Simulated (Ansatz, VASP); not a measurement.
One calculation of MgS, two programs

```
Mg S
1.0
     3.64543    0.00000    0.00000
    -1.82272    3.15704    0.00000
     0.00000    0.00000    5.84491
Mg S
2 2
Direct
  0.00000 0.00000 0.00000
  0.00000 0.00000 0.50000
  0.33333 0.66667 0.25000
  0.66667 0.33333 0.75000
```

Change from the starting cell: uniaxial_z strain -4.9%.

Alike in both runs: task single point; functional r2SCAN; k mesh 12 × 12 × 4; no spin polarisation.

```csv
,VASP,Ansatz
version,VASP 6.6.1,Ansatz 0.2.0
potentials or method,"VASP PAW PBE potentials, release 64 (Mg, S)","plane waves, PAW"
plane-wave cutoff (eV),520,500
occupations,"gaussian, width 0.01 eV",fixed
valence electrons in the cell,16,32
```

VASP gave:

```
gap on the k mesh at the Fermi level (eV)                     : 4.14
pressure (GPa)                                                : 4.2
traceless stress, the component that is largest in VASP (GPa) : 5.71
```

Task: Which values does Ansatz return?

Result: gap on the k mesh at the Fermi level (eV): 4.15; pressure (GPa): 4.7; traceless stress, the component that is largest in VASP (GPa): 5.75.

VASP's potentials were made for PBE, not for r2SCAN. VASP's potentials hold 16 valence electrons a cell and Ansatz's 32, so a difference there can come from the potentials and not from the codes.
